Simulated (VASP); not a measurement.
Tb, 2 atoms in the cell. It takes space group P6_3/mmc (No. 194, hexagonal). Conventional cell: a = 3.601 Å, b = 3.601 Å, c = 5.694 Å, α = 90.00°, β = 90.00°, γ = 120.00°. Within 4.6 Å of Tb (site symmetry -6m2) lie 12 Tb at 3.53 to 3.60 Å. 

- Program: VASP 6.6.1
- Task: single point
- Functional: PBEsol
- Potentials or basis: VASP PAW PBE potentials, release 64 (Tb)
- Cutoff: 520 eV
- k mesh: 9 × 9 × 5
- Occupations: fermi-dirac, width 0.05 eV
- Spin: collinear spin, antiferromagnetic start
- Starting moments: [6.0, -6.0] μB
- Dipole correction: no
- Further INCAR settings: ALGO = Normal; EDIFF = 1e-06; NBANDS = 30

Potentials or basis: VASP PAW PBE potentials, release 64 (Tb).

Run with:

```bash
$ cat potpaw_PBE.64/Tb/POTCAR > POTCAR
$ mpirun -np 1 vasp_std > vasp.out
```

Hardware: 1 thread of AMD EPYC 7R43 64-Core Processor (Zen 3), with other jobs on the host.

Q: How long does it take, and how much memory?

A: Wall time 9.1 min on 1 thread of AMD EPYC 7R43 64-Core Processor (Zen 3), with other jobs on the host, peak memory 0.25 GiB. Counts: scf iterations 52, k points 36.
